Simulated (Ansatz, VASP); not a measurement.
Two plane-wave programs on Al

```
Al
1.0
     2.81246    0.00000    0.00000
    -1.40623    2.43566    0.00000
     0.00000    0.00000    4.86685
Al
2
Cartesian
  1.1062 0.8119 3.6501
  0.0000 1.6238 1.2167
```

Alike in both runs: task single point; functional PBE; dispersion D3(BJ); k mesh 18 × 18 × 10; occupations gaussian, width 0.15 eV; no spin polarisation.

|  | VASP | Ansatz |
| --- | --- | --- |
| version | VASP 6.6.1 | Ansatz 0.2.0 |
| potentials or method | VASP PAW PBE potentials, release 64 (Al), cutoff 520 eV | scalar-relativistic, plane waves, PAW |
| valence electrons in the cell | 6 | 6 |

```csv
,VASP,Ansatz,Ansatz less VASP
gap on the k mesh at the Fermi level (eV),none,none,-
pressure (GPa),-2.6,-2.6,+0.03
"traceless stress, the component that is largest in VASP (GPa)",-0.49,-0.50,-0.012
rms of the force components (eV/Å),0.133,0.133,+0.0003
```

Atom by atom the forces differ by 0.000 eV/Å (rms over components). A gap of «none» marks a metal or a gap that the smearing closes.
